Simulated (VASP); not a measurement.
# LaC (Fm-3m) in VASP: vibrations by perturbation theory with PBEsol

Aim: the vibrations by perturbation theory of LaC with PBEsol.

All numbers are computed with VASP 6.6.1; they aren't measurements. Logs are shortened: lines on timing, memory, paths and dates and some standing lists are left out, and cuts for length are marked.

**1. The cell of the first run**

Symmetry: Fm-3m, No. 225, cubic system. Conventional cell: a = 5.350 Å, b = 5.350 Å, c = 5.350 Å, α = 90.00°, β = 90.00°, γ = 90.00°. La (site symmetry m-3m) has 6 C at 2.67 Å within 3.5 Å. C (site symmetry m-3m) has 6 La at 2.67 Å within 3.5 Å.

**2. Vibrations by perturbation theory, PBEsol**

INCAR

```
SYSTEM = LaC
  ALGO = Normal
  EDIFF = 1E-8
  ENCUT = 520
  GGA = PS
  IBRION = 8
  ISIF = 2
  ISMEAR = 0
  LASPH = .True.
  LCHARG = .False.
  LREAL = .False.
  LWAVE = .False.
  NBANDS = 14
  NELM = 60
  NSW = 1
  PREC = Accurate
  SIGMA = 0.15
```

KPOINTS

```
k-points
0
Gamma
  12 12 12
  0 0 0
```

POSCAR

```
LaC
1.0
    0.0000000000      2.6747687008      2.6747687008
    2.6747687008      0.0000000000      2.6747687008
    2.6747687008      2.6747687008      0.0000000000
La C
1 1
Direct
    0.5000000000      0.5000000000      0.5000000000
    0.0000000000      0.0000000000      0.0000000000
```

Potentials or basis: VASP PAW PBE potentials, release 64 (La, C).

On the command line:

```bash
cat potpaw_PBE.64/La/POTCAR potpaw_PBE.64/C/POTCAR > POTCAR
mpirun -np 1 vasp_std > vasp.out
```

OUTCAR:

```text
SYSTEM = LaC
   EDIFF = 1E-8
   ENCUT = 520
   GGA = PS
   IBRION = 8
   ISIF = 2
   ISMEAR = 0
   LASPH = .True.
   LREAL = .False.
   NELM = 60
   NSW = 1
   PREC = Accurate

 ion  position               nearest neighbor table
   1  0.500  0.500  0.500-   2 2.67   2 2.67   2 2.67   2 2.67   2 2.67   2 2.67
   2  0.000  0.000  0.000-   1 2.67   1 2.67   1 2.67   1 2.67   1 2.67   1 2.67

  LATTYP: Found a face centered cubic cell.
 ALAT       =     5.3495374016

  Lattice vectors:

 A1 = (   0.0000000000,   2.6747687008,   2.6747687008)
 A2 = (   2.6747687008,   0.0000000000,   2.6747687008)
 A3 = (   2.6747687008,   2.6747687008,   0.0000000000)

Analysis of symmetry for initial positions (statically):
=====================================================================
 Subroutine PRICEL returns:
 Original cell was already a primitive cell.

 Routine SETGRP: Setting up the symmetry group for a
 face centered cubic supercell.

 Subroutine GETGRP returns: Found 48 space group operations
 (whereof 48 operations were pure point group operations)
 out of a pool of 48 trial point group operations.

The static configuration has the point symmetry O_h .

Analysis of symmetry for dynamics (positions and initial velocities):
=====================================================================
 Subroutine PRICEL returns:
 Original cell was already a primitive cell.

 Routine SETGRP: Setting up the symmetry group for a
 face centered cubic supercell.

 Subroutine GETGRP returns: Found 48 space group operations
 (whereof 48 operations were pure point group operations)
 out of a pool of 48 trial point group operations.

The dynamic configuration has the point symmetry O_h .

 Subroutine INISYM returns: Found 48 space group operations
 (whereof 48 operations are pure point group operations),
 and found     1 'primitive' translations

----------------------------------------------------------------------------------------

                                     Primitive cell

  volume of cell :      38.2727

  direct lattice vectors                    reciprocal lattice vectors
     0.000000000  2.674768701  2.674768701    -0.186932051  0.186932051  0.186932051
     2.674768701  0.000000000  2.674768701     0.186932051 -0.186932051  0.186932051
     2.674768701  2.674768701  0.000000000     0.186932051  0.186932051 -0.186932051

  length of vectors
     3.782694173  3.782694173  3.782694173     0.323775810  0.323775810  0.323775810

  position of ions in fractional coordinates (direct lattice)
     0.500000000  0.500000000  0.500000000
     0.000000000  0.000000000  0.000000000

  ion indices of the primitive-cell ions
   primitive index   ion index
                 1           1
                 2           2

----------------------------------------------------------------------------------------

 KPOINTS: k-points

Automatic generation of k-mesh.
 Grid dimensions read from file:
 generate k-points for:   12   12   12

 Generating k-lattice:

  Cartesian coordinates                     Fractional coordinates (reciprocal lattice)
    -0.015577671  0.015577671  0.015577671     0.083333333  0.000000000  0.000000000
     0.015577671 -0.015577671  0.015577671     0.000000000  0.083333333  0.000000000
     0.015577671  0.015577671 -0.015577671     0.000000000  0.000000000  0.083333333

  Length of vectors
     0.026981318  0.026981318  0.026981318

  Shift w.r.t. Gamma in fractional coordinates (k-lattice)
     0.000000000  0.000000000  0.000000000

[... 83 lines left out ...]
  energy-cutoff  :      520.00
  volume of cell :       38.27
 maximum number of plane-waves:      1056
   NGX = 13   NGY = 13   NGZ = 13

--------------------------------------- Ionic step        1  -------------------------------------------

 number of electron      15.0000001 magnetization

 Free energy of the ion-electron system (eV)
  ---------------------------------------------------
  ext. energy  EPLUGINS =         0.00000000
  ---------------------------------------------------
  free energy    TOTEN  =       -14.23254933 eV

  energy without entropy =      -14.19346595  energy(sigma->0) =      -14.21300764

 E-fermi :   7.6150     XC(G=0): -10.7863

 val. band max:        7.6140075627   @ k =   0.4167   0.4167   0.0000
 cond. band min:       7.6406817029   @ k =   0.2500   0.1667   0.0000
 fundamental gap:      0.0266741402
 Fermi energy:         7.6150400178

 k-point     1 :       0.0000    0.0000    0.0000
  band No.  band energies     occupation
      1     -23.3976      2.00000
      2      -6.5048      2.00000
      3      -6.5048      2.00000
      4      -6.5048      2.00000
      5      -1.1016      2.00000
      6       8.0770      0.00001
      7       8.0770      0.00001
      8       8.0770      0.00001
      9      10.2927      0.00000
     10      10.2927      0.00000
     11      10.2927      0.00000
     12      10.8289      0.00000
     13      12.0067      0.00000
     14      12.0067      0.00000
[... 377 lines left out ...]
      1     -23.1667      2.00000
      2      -8.1491      2.00000
      3      -6.9680      2.00000
      4      -6.7011      2.00000
      5       0.6263      2.00000
      6       5.4098      2.00000
      7       6.3987      2.00000
      8       6.8879      2.00000
      9      10.8677      0.00000
     10      11.1444      0.00000
     11      11.3016      0.00000
     12      11.7346      0.00000
     13      11.8292      0.00000
     14      11.8963      0.00000

 [... further k-points ...]

------------------------ aborting loop because EDIFF is reached ----------------------------------------

  FORCE on cell =-STRESS in cart. coord.  units (eV):
  Direction    XX          YY          ZZ          XY          YZ          ZX
  --------------------------------------------------------------------------------------
  -------------------------------------------------------------------------------------
  Total        0.0417664      0.0417664      0.0417664      0.0000000     -0.0000000      0.0000000
  in kB        1.7484337      1.7484337      1.7484337      0.0000000     -0.0000000      0.0000000
  external PRESSURE =       1.7484337 kB  Pullay stress =       0.0000000 kB

 VOLUME and BASIS-vectors are now :
 -----------------------------------------------------------------------------
  energy-cutoff  :      520.00
  volume of cell :       38.27
      direct lattice vectors                 reciprocal lattice vectors
     0.000000000  2.674768701  2.674768701    -0.186932051  0.186932051  0.186932051
     2.674768701  0.000000000  2.674768701     0.186932051 -0.186932051  0.186932051
     2.674768701  2.674768701  0.000000000     0.186932051  0.186932051 -0.186932051

 POSITION                                       TOTAL-FORCE (eV/Angst)
 -----------------------------------------------------------------------------------
      2.67477      2.67477      2.67477         0.000000     -0.000000     -0.000000
      0.00000      0.00000      0.00000        -0.000000      0.000000      0.000000
 -----------------------------------------------------------------------------------
    total drift:                                0.000000      0.000000      0.000000

  FREE ENERGIE OF THE ION-ELECTRON SYSTEM (eV)
  ---------------------------------------------------
  free  energy   TOTEN  =       -14.2325493286 eV

  energy  without entropy=      -14.1934659528  energy(sigma->0) =      -14.21300764

[... ionic steps 2 to 3 ...]

--------------------------------------- Ionic step        4  -------------------------------------------

------------------------ aborting loop because EDIFF is reached ----------------------------------------

[... ionic steps 5 to 6 ...]

--------------------------------------- Ionic step        7  -------------------------------------------

 Free energy of the ion-electron system (eV)
  ---------------------------------------------------
  ---------------------------------------------------
  free energy    TOTEN  =        -0.11552954 eV

  energy without entropy =       -0.11552952

------------------------ aborting loop because EDIFF is reached ----------------------------------------

 INTERNAL STRAIN TENSOR  FOR ION    2  DIRECTION 1   (eV/Angst):
 -----------------------------------------------------------------------------
     0.11029  0.00000  0.00000
    -0.00000 -0.05762  0.00000
     0.00000  0.00000 -0.05762

 INTERNAL STRAIN TENSOR FOR ION    2 for displacements in x,y,z  (eV/Angst):
          X           Y           Z          XY          YZ          ZX
  --------------------------------------------------------------------------------
  x     0.00000     0.00000     0.00000     0.00000     0.00000     0.00000
  y     0.00000     0.00000     0.00000     0.00000     0.00000     0.00000
  z     0.00000     0.00000     0.00000     0.00000     0.00000     0.00000

 SECOND DERIVATIVES (NOT SYMMETRIZED)
 ------------------------------------
               1X          1Y          1Z          2X          2Y          2Z
  1X     0.964396    0.000000    0.000000   -0.964396    0.000000    0.000000
  1Y     0.000000    0.964396    0.000000    0.000000   -0.964396    0.000000
  1Z     0.000000    0.000000    0.964396    0.000000    0.000000   -0.964396
  2X    -0.972012    0.000000    0.000000    0.972012    0.000000    0.000000
  2Y     0.000000   -0.972012    0.000000    0.000000    0.972012    0.000000
  2Z     0.000000    0.000000   -0.972012    0.000000    0.000000    0.972012

 Eigenvectors and eigenvalues of the dynamical matrix
 ----------------------------------------------------

   1 f  =    0.004917 THz     0.030891 2PiTHz    0.163997 cm-1     0.020333 meV
             X         Y         Z           dx          dy          dz
      2.674769  2.674769  2.674769     0.000000   -0.050484    0.958350
      0.000000  0.000000  0.000000     0.000000   -0.014787    0.280710
[... 21 lines left out ...]
   6 f/i=    4.634159 THz    29.117283 2PiTHz  154.578921 cm-1    19.165335 meV
             X         Y         Z           dx          dy          dz
      2.674769  2.674769  2.674769     0.000000    0.063445    0.273845
      0.000000  0.000000  0.000000     0.000000   -0.216604   -0.934915

--------------------------------------------------------------------------------------------------------

 ELASTIC MODULI CONTR FROM IONIC RELAXATION (kBar)
 Direction    XX          YY          ZZ          XY          YZ          ZX
 --------------------------------------------------------------------------------
 XX           0.0000      0.0000      0.0000      0.0000      0.0000      0.0000
 YY           0.0000      0.0000      0.0000      0.0000      0.0000      0.0000
 ZZ           0.0000      0.0000      0.0000      0.0000      0.0000      0.0000
 XY           0.0000      0.0000      0.0000      0.0000      0.0000      0.0000
 YZ           0.0000      0.0000      0.0000      0.0000      0.0000      0.0000
 ZX           0.0000      0.0000      0.0000      0.0000      0.0000      0.0000
 --------------------------------------------------------------------------------
```

Run time: 4.6 min. Hardware: 1 thread of Intel Xeon Platinum 8488C (Sapphire Rapids), shared host; peak memory 0.35 GiB.

Results:

```yaml
Highest_phonon_frequency_at_Γ: 0 cm⁻¹
Most_unstable_mode: 155i cm⁻¹
```

Phonon frequencies in cm⁻¹ (negative: imaginary):
```tsv
q point	frequencies
(0.000, 0.000, 0.000)	-155 -155 -155 0 0 0
```

Caveat: some modes are imaginary; the PAW data sets were made with another functional, which shifts forces and pressure a little; spin-orbit coupling is left out, which moves the levels of the heavy elements.
